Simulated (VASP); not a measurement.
GaP, 12 atoms in the cell. The structure is orthorhombic, space group Cmcm (No. 63). The conventional cell has a = 4.680 Å, b = 4.927 Å, c = 13.595 Å, α = 90.00°, β = 90.00°, γ = 90.00°. Within 2.9 Å of P (site symmetry m) lie 2 P at 2.21 to 2.81 Å and 6 Ga at 2.36 to 2.63 Å. P (site symmetry m2m) has 6 Ga at 2.34 to 2.57 Å and 2 P at 2.81 Å within 3.1 Å. Ga (site symmetry m) has 6 P at 2.36 to 2.63 Å and 2 Ga at 2.65 to 2.69 Å within 3.1 Å. Ga (site symmetry m2m) has 6 P at 2.34 to 2.61 Å and 2 Ga at 2.65 Å within 3.1 Å. 

* Program: VASP 6.6.1
* Task: single point
* Functional: PBEsol
* Potentials or basis: VASP PAW PBE potentials, release 64 (P, Ga_d)
* Cutoff: 520 eV
* k mesh: 6 × 6 × 2
* Occupations: gaussian, width 0.1 eV
* Spin: no spin polarisation
* Dipole correction: no
* Further INCAR settings: ALGO = Normal; EDIFF = 1e-06; NBANDS = 66

Potentials or basis: VASP PAW PBE potentials, release 64 (P, Ga_d).

Command:

```bash
$ cat potpaw_PBE.64/P/POTCAR potpaw_PBE.64/Ga_d/POTCAR > POTCAR
$ mpirun -np 1 vasp_std > vasp.out
```

Hardware: 1 thread of Intel(R) Xeon(R) Platinum 8488C (Sapphire Rapids), on a shared host.

**Question.** Estimate the wall time of this run.

**Answer.** Run time: 3.8 min on 1 thread of Intel(R) Xeon(R) Platinum 8488C (Sapphire Rapids) (shared host), peak memory 0.37 GiB. Counts: scf iterations 15, k points 26.
